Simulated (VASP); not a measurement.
Write the native input for VASP 6.6.1 that does the following.

- Task: single point
- Functional: r2SCAN
- Potentials or basis: VASP PAW PBE potentials, release 64 (Pt)
- Cutoff: 520 eV
- k mesh: 18 × 18 × 18
- Occupations: gaussian, width 0.1 eV
- Spin: no spin polarisation
- Dipole correction: no
- Further INCAR settings: ALGO = Normal; EDIFF = 1e-06; NBANDS = 11

Crystal: Pt.

```
CELL_PARAMETERS angstrom
0.00000 1.95019 1.95019
1.95019 0.00000 1.95019
1.95019 1.95019 0.00000
ATOMIC_POSITIONS crystal
Pt 0.00000 0.00000 0.00000
```

This cell differs from its parent crystal: volume scaled by 0.97.

The input as run:

POSCAR

```
Pt
1.0
    0.0000000000      1.9501933738      1.9501933738
    1.9501933738      0.0000000000      1.9501933738
    1.9501933738      1.9501933738      0.0000000000
Pt
1
Direct
    0.0000000000      0.0000000000      0.0000000000
```

INCAR.step1

```
PREC     = Accurate       # precision mode
ENCUT    = 520            # plane-wave cutoff, eV
ISMEAR   = 0              # smearing method
SIGMA    = 0.1            # smearing width, eV
LREAL    = False          # projectors in reciprocal space
LASPH    = True           # aspherical terms in the spheres
NELM     = 100            # most SCF steps
NBANDS   = 11             # bands
GGA      = PE             # functional
ALGO     = Normal         # electronic algorithm
EDIFF    = 1E-4           # SCF threshold, eV
LWAVE    = True           # write WAVECAR
LCHARG   = False          # write CHGCAR
```

INCAR.step2

```
PREC     = Accurate       # precision mode
ENCUT    = 520            # plane-wave cutoff, eV
EDIFF    = 1E-6           # SCF threshold, eV
ISMEAR   = 0              # smearing method
SIGMA    = 0.1            # smearing width, eV
LREAL    = False          # projectors in reciprocal space
LASPH    = True           # aspherical terms in the spheres
NELM     = 100            # most SCF steps
ALGO     = Normal         # electronic algorithm
ISIF     = 2              # what is computed and relaxed
LWAVE    = False          # write WAVECAR
LCHARG   = False          # write CHGCAR
METAGGA  = R2SCAN         # meta-GGA
LMIXTAU  = True         
NBANDS   = 11             # bands
ISTART   = 1
```

KPOINTS

```
regular mesh
0
Gamma
  18 18 18
```

Potentials or basis: VASP PAW PBE potentials, release 64 (Pt).

Launch:

```console
$ cat potpaw_PBE.64/Pt/POTCAR > POTCAR
$ cp INCAR.step1 INCAR
$ mpirun -np 1 vasp_std > vasp.out
$ cp INCAR.step2 INCAR
$ mpirun -np 1 vasp_std > vasp.out
```

Results of the run:

* Pressure: 9.9 GPa
* Band gap on the k mesh: zero (band 5 reaches 11.88 eV, above the bottom of band 6 at 9.44 eV)

Caveat: the PAW data sets were made with another functional, which shifts forces and pressure a little; spin-orbit coupling is left out, which moves the levels of the heavy elements.

It took 42 s on 1 thread of Intel(R) Xeon(R) 6975P-C (Granite Rapids), on a shared host, peak memory 0.16 GiB.
